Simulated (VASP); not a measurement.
# TiSi16 (a cell with a defect) in VASP: single point with PBE+D3(BJ)

Aim: the single point of TiSi16 (a cell with a defect) with PBE+D3(BJ).

All numbers are computed with VASP 6.6.1; they aren't measurements. Logs are shortened: lines on timing, memory, paths and dates and some standing lists are left out, and cuts for length are marked.

**1. The cell of the first run**

The cell holds a defect, 17 atoms: a = 7.679 Å, b = 7.679 Å, c = 7.679 Å, α = 60.00°, β = 60.00°, γ = 60.00°.

**2. Single point, PBE+D3(BJ)**

INCAR

```
SYSTEM = TiSi16
ALGO = Normal
EDIFF = 1E-6
ENCUT = 520
GGA = PE
ISIF = 2
ISMEAR = -1
IVDW = 12
LASPH = .TRUE.
LCHARG = .FALSE.
LREAL = Auto
LWAVE = .FALSE.
NBANDS = 52
NELM = 100
PREC = Accurate
SIGMA = 0.02
```

KPOINTS

```
k-points
0
G
  2 2 2
  0 0 0
```

POSCAR

```
TiSi16
1.0
    0.0000000000      5.4300000000      5.4300000000
    5.4300000000      0.0000000000      5.4300000000
    5.4300000000      5.4300000000      0.0000000000
Si Ti
16 1
Direct
    0.0004868324     -0.0002802026     -0.0011280847
    0.0986224678      0.1365117864      0.1356316759
    0.0003683241     -0.0002556169      0.5073460405
    0.1395878453      0.1171351750      0.6248027624
    0.0002692449      0.5082265193     -0.0010331492
    0.1394729282      0.6256427256      0.1163977901
    0.0412772560      0.4888507366      0.4880910681
    0.1393779006      0.6256451197      0.6248920810
    0.4721511050      0.0118317680      0.0114236648
    0.6300758748      0.1131880295      0.1124340700
    0.5100129834     -0.0263153775      0.5114540516
    0.6299767956      0.1132237569      0.6511270718
    0.5099066298      0.5119959484     -0.0268235727
    0.6298379374      0.6515283610      0.1128797422
    0.5097638122      0.5120378453      0.5118975138
    0.6677414365      0.6133786372      0.6128725599
    0.5699453039      0.3125957643      0.3121848987
```

Potentials or basis: VASP PAW PBE potentials, release 64 (Si, Ti_sv).

On the command line:

```console
cat potpaw_PBE.64/Si/POTCAR potpaw_PBE.64/Ti_sv/POTCAR > POTCAR
mpirun -np 1 vasp_std > vasp.out
```

OUTCAR:

```text
SYSTEM = TiSi16
   EDIFF = 1E-6
   ENCUT = 520
   GGA = PE
   ISIF = 2
   ISMEAR = -1
   IVDW = 12
   LASPH = .TRUE.
   LREAL = Auto
   NELM = 100
   PREC = Accurate
 IVDW          = 12

 ion  position               nearest neighbor table
   1  0.000  1.000  0.999-  10 2.33   2 2.34   4 2.35   6 2.35
   2  0.099  0.137  0.136-   1 2.34   5 2.34   3 2.34   9 2.34
   3  0.000  1.000  0.507-  12 2.33   2 2.34   4 2.35   8 2.35
   4  0.140  0.117  0.625-  11 2.33   7 2.34   1 2.35   3 2.35
   5  0.000  0.508  0.999-  14 2.33   2 2.34   6 2.35   8 2.35
   6  0.139  0.626  0.116-  13 2.33   7 2.34   5 2.35   1 2.35
   7  0.041  0.489  0.488-   6 2.34   8 2.34   4 2.34  16 2.34
   8  0.139  0.626  0.625-  15 2.33   7 2.34   5 2.35   3 2.35
   9  0.472  0.012  0.011-  14 2.27  12 2.27  10 2.27   2 2.34
  10  0.630  0.113  0.112-   9 2.27   1 2.33  17 2.42  13 2.50  11 2.50
  11  0.510  0.974  0.511-  16 2.27   4 2.33  17 2.42  10 2.50  12 2.50
  12  0.630  0.113  0.651-   9 2.27   3 2.33  17 2.42  15 2.50  11 2.50
  13  0.510  0.512  0.973-  16 2.27   6 2.33  17 2.42  10 2.50  14 2.50
  14  0.630  0.652  0.113-   9 2.27   5 2.33  17 2.42  15 2.50  13 2.50
  15  0.510  0.512  0.512-  16 2.27   8 2.33  17 2.42  12 2.50  14 2.50
  16  0.668  0.613  0.613-  11 2.27  13 2.27  15 2.27   7 2.34
  17  0.570  0.313  0.312-  11 2.42  14 2.42  12 2.42  13 2.42  15 2.42  10 2.42

  LATTYP: Found a face centered cubic cell.
 ALAT       =    10.8600000000

  Lattice vectors:

 A1 = (   0.0000000000,   5.4300000000,   5.4300000000)
 A2 = (   5.4300000000,   0.0000000000,   5.4300000000)
 A3 = (   5.4300000000,   5.4300000000,   0.0000000000)

Analysis of symmetry for initial positions (statically):
=====================================================================
 Subroutine PRICEL returns:
 Original cell was already a primitive cell.

 Routine SETGRP: Setting up the symmetry group for a
 face centered cubic supercell.

 Subroutine GETGRP returns: Found  1 space group operations
 (whereof  1 operations were pure point group operations)
 out of a pool of 48 trial point group operations.

The static configuration has the point symmetry C_1 .

Analysis of symmetry for dynamics (positions and initial velocities):
=====================================================================
 Subroutine PRICEL returns:
 Original cell was already a primitive cell.

 Routine SETGRP: Setting up the symmetry group for a
 face centered cubic supercell.
[... 122 lines left out ...]
   IBRION =     -1    ionic relax: 0-MD 1-quasi-New 2-CG
   NFREE  =      0    steps in history (QN), initial steepest desc. (CG)
   ISIF   =      2    stress and relaxation
   ISYM   =      2    0-nonsym 1-usesym 2-fastsym
   POTIM  = 0.5000    time-step for ionic-motion
   TEBEG  =    0.0;   TEEND  =   0.0 temperature during run
   PSTRESS=    0.0 pullay stress
   NELECT =      76.0000    total number of electrons
   NUPDOWN=      -1.0000    fix difference up-down
   EMIN   =  10.00;   EMAX   =-10.00  energy-range for DOS
   EFERMI =   0.00;   METHOD = LEGACY
   ISMEAR =    -1;   SIGMA  =   0.02  broadening in eV -4-tet -1-fermi 0-gaus
   EFERMI_NEDOS =   21; number of points for ismear=-14 and -15
   IALGO  =     38    algorithm
   IMIX   =      4    mixing-type and parameters
     AMIX     =   0.40;   BMIX     =  1.00
     AMIX_MAG =   1.60;   BMIX_MAG =  1.00
  volume/ion in A,a.u.               =      18.84       127.11
  Fermi-wavevector in a.u.,A,eV,Ry     =   1.013607  1.915439 13.978610  1.027399
  Thomas-Fermi vector in A             =   2.146786
   LORBIT       =      0    0 simple, 1 ext, 2 COOP (PROOUT), +10 PAW based schemes
   GGA     = PE    functional components
   LHFCALC =     F    Hartree Fock is set to
   AEXX    =    0.0000 exact exchange contribution
   IVDW    =    12    specifies the selected vdW correction
   LEPSILON=     F    determine dielectric tensor
   LRPA    =     F    only Hartree local field effects (RPA)
 non-spin polarized calculation
  energy-cutoff  :      520.00
  volume of cell :      320.21
 maximum number of plane-waves:      8646
 NGX is ok and might be reduce to    60
   NGX = 29   NGY = 29   NGZ = 29

 number of electron      76.0000002 magnetization

 Free energy of the ion-electron system (eV)
  ---------------------------------------------------
  ext. energy  EPLUGINS =         0.00000000
  ---------------------------------------------------
  free energy    TOTEN  =       -90.47913934 eV

  energy without entropy =      -90.46106006  energy(sigma->0) =      -90.47009970

 E-fermi :   6.9179     XC(G=0):  -9.7430

 val. band max:        6.8945030135   @ k =   0.5000   0.5000   0.0000
 cond. band min:       6.9486662829   @ k =   0.0000   0.0000   0.0000
 fundamental gap:      0.0541632695
 Fermi energy:         6.9178765041

 k-point     1 :       0.0000    0.0000    0.0000
  band No.  band energies     occupation
      1     -49.8172      2.00000
      2     -26.2852      2.00000
      3     -26.1591      2.00000
      4     -26.1588      2.00000
      5      -5.6626      2.00000
      6      -3.4705      2.00000
[... 413 lines left out ...]
     49      10.0196      0.00000
     50      10.4693      0.00000
 [bands above 50 left out]

------------------------ aborting loop because EDIFF is reached ----------------------------------------

 Edisp (eV)   -5.83903

 E8    (eV) :    -2.4425

  FORCE on cell =-STRESS in cart. coord.  units (eV):
  Direction    XX          YY          ZZ          XY          YZ          ZX
  --------------------------------------------------------------------------------------
  -------------------------------------------------------------------------------------
  Total       6.80637     6.84085     6.87650     1.34592    -1.37131     1.35919
  in kB      34.05623    34.22876    34.40716     6.73440    -6.86148     6.80084
  external pressure =       34.23 kB  Pullay stress =        0.00 kB

 VOLUME and BASIS-vectors are now :
 -----------------------------------------------------------------------------
  energy-cutoff  :      520.00
  volume of cell :      320.21
      direct lattice vectors                 reciprocal lattice vectors
     0.000000000  5.430000000  5.430000000    -0.092081031  0.092081031  0.092081031
     5.430000000  0.000000000  5.430000000     0.092081031 -0.092081031  0.092081031
     5.430000000  5.430000000  0.000000000     0.092081031  0.092081031 -0.092081031

 POSITION                                       TOTAL-FORCE (eV/Angst)
 -----------------------------------------------------------------------------------
     10.85235      5.42652      5.43112        -0.008668     -0.009929     -0.011207
      1.47774      1.27200      1.27678         0.029655     -0.028453     -0.029012
      8.18350      2.75689      5.43061         0.011433      0.011144     -0.011043
      4.02872      4.15064      1.39401        -0.009385      0.008097     -0.008854
      8.18406      5.42585      2.76113         0.011570     -0.011873      0.009046
      4.02928      1.38938      4.15458        -0.011379     -0.008572      0.008236
[... 9 lines left out ...]
      6.65854      6.95373      6.95648        -0.022056      0.021177      0.019909
      3.39256      4.78997      4.79220        -0.007707     -0.001351      0.001115
 -----------------------------------------------------------------------------------
    total drift:                               -0.004869      0.004188      0.003841

  FREE ENERGIE OF THE ION-ELECTRON SYSTEM (eV)
  ---------------------------------------------------
  free  energy   TOTEN  =       -96.3181704277 eV

  energy  without entropy=      -96.3000911514  energy(sigma->0) =      -96.30913079
```

It took 3 min on 1 thread of Intel Xeon Platinum 8488C (Sapphire Rapids), shared host; peak memory 0.48 GiB.

Results:

```
Free energy                : -96.3182 eV
Pressure                   : 3.4 GPa
Largest force              : 0.050 eV/Å
Band gap on the k mesh     : zero (band 38 reaches 6.95 eV, above the bottom of band 39 at 6.72 eV)
Dispersion energy per atom : -0.343 eV
```

Forces in eV/Å, atoms in the order of the input:
```
Si  -0.009 -0.010 -0.011
Si   0.030 -0.028 -0.029
Si   0.011  0.011 -0.011
Si  -0.009  0.008 -0.009
Si   0.012 -0.012  0.009
Si  -0.011 -0.009  0.008
Si  -0.028  0.029  0.029
Si   0.010  0.012  0.011
Si   0.022 -0.023 -0.021
Si  -0.007 -0.004 -0.007
Si  -0.006  0.009 -0.010
Si   0.004  0.009 -0.011
Si  -0.004 -0.009  0.011
Si   0.006 -0.009  0.010
Si   0.010  0.006  0.010
Si  -0.022  0.021  0.020
Ti  -0.008 -0.001  0.001
```

Levels at points of the mesh, in eV from the Fermi level:
```
           k point  band 36  band 37  band 38  band 39  band 40  band 41
(0.00, 0.00, 0.00)    -0.82    -0.25    -0.25    -0.20    -0.20    -0.13
(0.50, 0.00, 0.00)    -1.37    -0.20    -0.20     0.37     0.58     0.83
(0.00, 0.50, 0.00)    -1.11    -0.80     0.03     0.35     0.66     0.69
(0.00, 0.00, 0.50)    -1.11    -0.80     0.03     0.35     0.66     0.69
(0.50, 0.50, 0.50)    -1.11    -0.79     0.03     0.35     0.66     0.69
(0.50, 0.50, 0.00)    -1.63    -0.21    -0.02     0.31     0.53     0.81
(0.00, 0.50, 0.50)    -1.63    -0.21    -0.02     0.31     0.53     0.81
(0.50, 0.00, 0.50)    -1.63    -0.21    -0.02     0.31     0.53     0.81
```

Caveat: the k points lie up to 0.50 Å⁻¹ apart.
